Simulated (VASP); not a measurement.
# Ti (P6_3/mmc) in VASP: notebook, part 2 of 3

VASP 6.6.1. Earlier steps stand in the parts before.

## Step 3: Electric field gradients, PBEsol (zz strain of +1 %)

INCAR reads:

```
SYSTEM = Ti
  ALGO = Normal
  EDIFF = 1E-8
  ENCUT = 400
  GGA = PS
  GGA_COMPAT = .False.
  ISIF = 2
  ISMEAR = -1
  LASPH = .True.
  LCHARG = .False.
  LEFG = .True.
  LREAL = .False.
  LWAVE = .False.
  NBANDS = 19
  NELM = 120
  PREC = Accurate
  SIGMA = 0.08
```

KPOINTS reads:

```
k-points
0
Gamma
  13 13 7
  0 0 0
```

POSCAR reads:

```
Ti
1.0
    2.9499978604      0.0000000000      0.0000000000
   -1.4749989302      2.5547730882      0.0000000000
    0.0000000000      0.0000000000      4.7328600000
Ti
2
Direct
    0.3333333333      0.6666666667      0.2500000000
    0.6666666667      0.3333333333      0.7500000000
```

Potentials or basis: VASP PAW PBE potentials, release 64 (Ti_sv).

Launch:

```sh
cat potpaw_PBE.64/Ti_sv/POTCAR > POTCAR
mpirun -np 1 vasp_std > vasp.out
```

OUTCAR:

```text
SYSTEM = Ti
   EDIFF = 1E-8
   ENCUT = 400
   GGA = PS
   ISIF = 2
   ISMEAR = -1
   LASPH = .True.
   LREAL = .False.
   NELM = 120
   PREC = Accurate

 ion  position               nearest neighbor table
   1  0.333  0.667  0.250-   2 2.92   2 2.92   2 2.92   2 2.92   2 2.92   2 2.92
   2  0.667  0.333  0.750-   1 2.92   1 2.92   1 2.92   1 2.92   1 2.92   1 2.92

  LATTYP: Found a hexagonal cell.
 ALAT       =     2.9499978604
 C/A-ratio  =     1.6043604857

  Lattice vectors:

 A1 = (   2.9499978604,   0.0000000000,   0.0000000000)
 A2 = (  -1.4749989302,   2.5547730882,   0.0000000000)
 A3 = (   0.0000000000,   0.0000000000,   4.7328600000)

Analysis of symmetry for initial positions (statically):
=====================================================================
 Subroutine PRICEL returns:
 Original cell was already a primitive cell.

 Routine SETGRP: Setting up the symmetry group for a
 hexagonal supercell.

 Subroutine GETGRP returns: Found 24 space group operations
 (whereof 12 operations were pure point group operations)
 out of a pool of 24 trial point group operations.

The static configuration has the point symmetry D_3d.
 The point group associated with its full space group is D_6h.

Analysis of symmetry for dynamics (positions and initial velocities):
=====================================================================
 Subroutine PRICEL returns:
 Original cell was already a primitive cell.

 Routine SETGRP: Setting up the symmetry group for a
 hexagonal supercell.

 Subroutine GETGRP returns: Found 24 space group operations
 (whereof 12 operations were pure point group operations)
 out of a pool of 24 trial point group operations.

The dynamic configuration has the point symmetry D_3d.
 The point group associated with its full space group is D_6h.

 Subroutine INISYM returns: Found 24 space group operations
 (whereof 12 operations are pure point group operations),
 and found     1 'primitive' translations

----------------------------------------------------------------------------------------

                                     Primitive cell

  volume of cell :      35.6696

  direct lattice vectors                    reciprocal lattice vectors
     2.949997860  0.000000000  0.000000000     0.338983297  0.195712098  0.000000000
    -1.474998930  2.554773088  0.000000000     0.000000000  0.391424195  0.000000000
     0.000000000  0.000000000  4.732860000     0.000000000  0.000000000  0.211288735

  length of vectors
     2.949997860  2.949997860  4.732860000     0.391424195  0.391424195  0.211288735

  position of ions in fractional coordinates (direct lattice)
     0.333333333  0.666666667  0.250000000
     0.666666667  0.333333333  0.750000000

  ion indices of the primitive-cell ions
   primitive index   ion index
                 1           1
                 2           2

----------------------------------------------------------------------------------------

 KPOINTS: k-points
[... 68 lines left out ...]
   EDIFF  = 0.1E-07   stopping-criterion for ELM
   LREAL  =      F    real-space projection
   EDIFFG = 0.1E-06   stopping-criterion for IOM
   NSW    =      0    number of steps for IOM
   IBRION =     -1    ionic relax: 0-MD 1-quasi-New 2-CG
   NFREE  =      0    steps in history (QN), initial steepest desc. (CG)
   ISIF   =      2    stress and relaxation
   ISYM   =      2    0-nonsym 1-usesym 2-fastsym
   POTIM  = 0.5000    time-step for ionic-motion
   TEBEG  =    0.0;   TEEND  =   0.0 temperature during run
   PSTRESS=    0.0 pullay stress
   NELECT =      24.0000    total number of electrons
   NUPDOWN=      -1.0000    fix difference up-down
   EMIN   =  10.00;   EMAX   =-10.00  energy-range for DOS
   EFERMI =   0.00;   METHOD = LEGACY
   ISMEAR =    -1;   SIGMA  =   0.08  broadening in eV -4-tet -1-fermi 0-gaus
   EFERMI_NEDOS =   21; number of points for ismear=-14 and -15
   IALGO  =     38    algorithm
   IMIX   =      4    mixing-type and parameters
     AMIX     =   0.40;   BMIX     =  1.00
     AMIX_MAG =   1.60;   BMIX_MAG =  1.00
  volume/ion in A,a.u.               =      17.83       120.36
  Fermi-wavevector in a.u.,A,eV,Ry     =   1.434540  2.710888 27.999500  2.057905
  Thomas-Fermi vector in A             =   2.553937
   LORBIT       =      0    0 simple, 1 ext, 2 COOP (PROOUT), +10 PAW based schemes
   GGA     = PS    functional components
   LHFCALC =     F    Hartree Fock is set to
   AEXX    =    0.0000 exact exchange contribution
   IVDW    =     0    specifies the selected vdW correction
   LEPSILON=     F    determine dielectric tensor
   LRPA    =     F    only Hartree local field effects (RPA)
 non-spin polarized calculation
  energy-cutoff  :      400.00
  volume of cell :       35.67
 maximum number of plane-waves:       667
 NGX is ok and might be reduce to    20
   NGX =  9   NGY =  9   NGZ = 15

 number of electron      23.9999997 magnetization

 Free energy of the ion-electron system (eV)
  ---------------------------------------------------
  ext. energy  EPLUGINS =         0.00000000
  ---------------------------------------------------
  free energy    TOTEN  =       -16.63407803 eV

  energy without entropy =      -16.58411104  energy(sigma->0) =      -16.60909454

 E-fermi :   7.9217     XC(G=0): -11.5093

 val. band max:        7.9092047108   @ k =   0.3846   0.2308   0.2857
 cond. band min:       7.9239710776   @ k =   0.2308   0.2308   0.4286
 fundamental gap:      0.0147663669
 Fermi energy:         7.9217495403

 k-point     1 :       0.0000    0.0000    0.0000
  band No.  band energies     occupation
      1     -48.7194      2.00000
      2     -48.5989      2.00000
      3     -25.3802      2.00000
      4     -24.7830      2.00000
      5     -24.7830      2.00000
      6     -24.7374      2.00000
[... 505 lines left out ...]
      6     -24.8089      2.00000
[... 11 lines left out ...]
     18       9.6673      0.00000
     19      11.1215      0.00000

 [... further k-points ...]
[... 5 lines left out ...]
  --------------------------------------------------------------------------------------
  -------------------------------------------------------------------------------------
  Total       -1.5913832     -1.5913832     -1.9245547      0.0000000      0.0000000      0.0000000
  in kB      -71.4805139    -71.4805139    -86.4456498      0.0000000      0.0000000      0.0000000
  external PRESSURE =     -76.4688925 kB  Pullay stress =       0.0000000 kB

 VOLUME and BASIS-vectors are now :
 -----------------------------------------------------------------------------
  energy-cutoff  :      400.00
  volume of cell :       35.67
      direct lattice vectors                 reciprocal lattice vectors
     2.949997860  0.000000000  0.000000000     0.338983297  0.195712098  0.000000000
    -1.474998930  2.554773088  0.000000000     0.000000000  0.391424195  0.000000000
     0.000000000  0.000000000  4.732860000     0.000000000  0.000000000  0.211288735

 POSITION                                       TOTAL-FORCE (eV/Angst)
 -----------------------------------------------------------------------------------
     -0.00000      1.70318      1.18321        -0.000000      0.000000      0.000000
      1.47500      0.85159      3.54964         0.000000     -0.000000      0.000000
 -----------------------------------------------------------------------------------
    total drift:                               -0.000000      0.000000     -0.000000

  FREE ENERGIE OF THE ION-ELECTRON SYSTEM (eV)
  ---------------------------------------------------
  free  energy   TOTEN  =       -16.6340780306 eV

  energy  without entropy=      -16.5841110397  energy(sigma->0) =      -16.60909454

 Electric field gradients (V/A^2)
---------------------------------------------------------------------
 ion       V_xx      V_yy      V_zz      V_xy      V_xz      V_yz
---------------------------------------------------------------------
   1      -7.197    -7.194    14.391     0.003     0.000    -0.000
   2      -7.197    -7.194    14.391     0.003    -0.000     0.000
---------------------------------------------------------------------

 Electric field gradients after diagonalization (V/A^2)
 (convention: |V_zz| > |V_xx| > |V_yy|)
----------------------------------------------------------------------
 ion       V_xx      V_yy      V_zz     asymmetry (V_yy - V_xx)/ V_zz
----------------------------------------------------------------------
   1      -7.199    -7.192    14.391       0.000
   2      -7.199    -7.192    14.391       0.000
----------------------------------------------------------------------

           NMR quadrupolar parameters

 Cq : quadrupolar parameter    Cq=e*Q*V_zz/h
 eta: asymmetry parameters     (V_yy - V_xx)/ V_zz
 Q  : nuclear electric quadrupole moment in mb (millibarn)
----------------------------------------------------------------------
 ion       Cq(MHz)       eta       Q (mb)
----------------------------------------------------------------------
   1       0.035       0.000       1.000
   2       0.035       0.000       1.000
----------------------------------------------------------------------
```

Wall time 19 s (1 thread of AMD EPYC 9R45 (Zen 5), shared host); peak memory 0.12 GiB.

Results:

- Free energy: -16.6341 eV
- Pressure: -7.6 GPa
- Band gap on the k mesh: zero (bands 12 and 13 overlap by 1.08 eV)
- Largest electric field gradient by atom: Ti +14.4 V/Å²

Stress tensor (GPa, compression positive):
```
-7.15  0.00  0.00
 0.00 -7.15  0.00
 0.00  0.00 -8.64
```

Electric field gradients, principal values (V/Å²):
```
atom   least  middle  greatest (by size)
1 Ti  -7.192  -7.199              14.391
2 Ti  -7.192  -7.199              14.391
```

Caveat: the cell differs from its parent crystal (zz strain of +1 %); the cell stands under tension; without QUAD_EFG the Cq values of the log hold for a quadrupole moment of 1 mb, not for the nuclei; the PAW data sets were made with another functional, which shifts forces and pressure a little.

## Step 4: Electric field gradients, PBEsol (zz strain of +3 %)

INCAR reads:

```
SYSTEM = Ti
ALGO = Normal ; EDIFF = 1E-8
ENCUT = 400 ; GGA = PS
GGA_COMPAT = .FALSE. ; ISIF = 2
ISMEAR = -1 ; LASPH = .TRUE.
LCHARG = .FALSE. ; LEFG = .TRUE.
LREAL = .FALSE. ; LWAVE = .FALSE.
NBANDS = 19 ; NELM = 120
PREC = Accurate ; SIGMA = 0.08
```

KPOINTS reads:

```
k-points
0
G
  13 13 7
  0 0 0
```

Changes to POSCAR since step 3:

```diff
@@ -4,3 +4,3 @@
    -1.4749989302      2.5547730882      0.0000000000
-    0.0000000000      0.0000000000      4.7328600000
+    0.0000000000      0.0000000000      4.8265800000
 Ti
```

Potentials or basis: VASP PAW PBE potentials, release 64 (Ti_sv).

Launch:

```sh
cat potpaw_PBE.64/Ti_sv/POTCAR > POTCAR
mpirun -np 1 vasp_std > vasp.out
```

OUTCAR:

```text
SYSTEM = Ti
   EDIFF = 1E-8
   ENCUT = 400
   GGA = PS
   ISIF = 2
   ISMEAR = -1
   LASPH = .TRUE.
   LREAL = .FALSE.
   NELM = 120
   PREC = Accurate

 ion  position               nearest neighbor table
   1  0.333  0.667  0.250-
   2  0.667  0.333  0.750-

  LATTYP: Found a hexagonal cell.
 ALAT       =     2.9499978604
 C/A-ratio  =     1.6361300002

  Lattice vectors:

 A1 = (   2.9499978604,   0.0000000000,   0.0000000000)
[... 741 lines left out ...]

  FREE ENERGIE OF THE ION-ELECTRON SYSTEM (eV)
  ---------------------------------------------------
  free  energy   TOTEN  =       -16.5927155056 eV

  energy  without entropy=      -16.5410602805  energy(sigma->0) =      -16.56688789

 Electric field gradients (V/A^2)
---------------------------------------------------------------------
 ion       V_xx      V_yy      V_zz      V_xy      V_xz      V_yz
---------------------------------------------------------------------
   1      -5.076    -5.073    10.149     0.003     0.000    -0.000
   2      -5.076    -5.073    10.149     0.003    -0.000     0.000
---------------------------------------------------------------------

 Electric field gradients after diagonalization (V/A^2)
 (convention: |V_zz| > |V_xx| > |V_yy|)
----------------------------------------------------------------------
 ion       V_xx      V_yy      V_zz     asymmetry (V_yy - V_xx)/ V_zz
----------------------------------------------------------------------
   1      -5.078    -5.071    10.149       0.001
   2      -5.078    -5.071    10.149       0.001
----------------------------------------------------------------------

           NMR quadrupolar parameters

 Cq : quadrupolar parameter    Cq=e*Q*V_zz/h
 eta: asymmetry parameters     (V_yy - V_xx)/ V_zz
 Q  : nuclear electric quadrupole moment in mb (millibarn)
----------------------------------------------------------------------
 ion       Cq(MHz)       eta       Q (mb)
----------------------------------------------------------------------
   1       0.025       0.001       1.000
   2       0.025       0.001       1.000
----------------------------------------------------------------------
```

OSZICAR:

```text
N       E                     dE             d eps       ncg     rms          rms(c)
DAV:   1     0.237177018642E+03    0.23718E+03   -0.11414E+04  3216   0.132E+03
DAV:   2     0.969565487358E+01   -0.22748E+03   -0.22395E+03  3291   0.398E+02
DAV:   3    -0.179707097869E+02   -0.27666E+02   -0.27394E+02  5998   0.115E+02
[... 11 lines left out ...]
DAV:  15    -0.165927155852E+02   -0.23171E-06   -0.11630E-08  2433   0.806E-04    0.385E-04
DAV:  16    -0.165927155531E+02    0.32030E-07   -0.28144E-09  1764   0.473E-04    0.887E-05
DAV:  17    -0.165927155196E+02    0.33496E-07   -0.77307E-10  1761   0.255E-04    0.196E-05
DAV:  18    -0.165927155093E+02    0.10341E-07   -0.29355E-10  1698   0.152E-04    0.505E-06
DAV:  19    -0.165927155056E+02    0.37444E-08   -0.11991E-10  1680   0.965E-05
   1 F= -.16592716E+02 E0= -.16566888E+02  d E =-.516552E-01
```

It took 18 s on 1 thread of AMD EPYC 9R45 (Zen 5), shared host; peak memory 0.12 GiB.

Results:

| Item | Value |
| --- | --- |
| Free energy | -16.5927 eV |
| Pressure | -9.4 GPa |
| Band gap on the k mesh | zero (bands 12 and 13 overlap by 0.97 eV) |
| Largest electric field gradient by atom | Ti +10.1 V/Å² |

Stress tensor (GPa, compression positive):
```
 -8.26   0.00   0.00
  0.00  -8.26   0.00
  0.00   0.00 -11.58
```

Levels at points of the mesh, in eV from the Fermi level:
```csv
k point,band 10,band 11,band 12,band 13,band 14,band 15
"(0.00, 0.00, 0.00)",-2.59,0.41,0.69,0.80,0.80,1.22
```

Electric field gradients, principal values (V/Å²):
```csv
atom,least,middle,greatest (by size)
1 Ti,-5.071,-5.078,10.149
2 Ti,-5.071,-5.078,10.149
```

Caveat: the cell differs from its parent crystal (zz strain of +3 %); the cell stands under tension; without QUAD_EFG the Cq values of the log hold for a quadrupole moment of 1 mb, not for the nuclei; the PAW data sets were made with another functional, which shifts forces and pressure a little.

(Continued in part 3 of 3.)
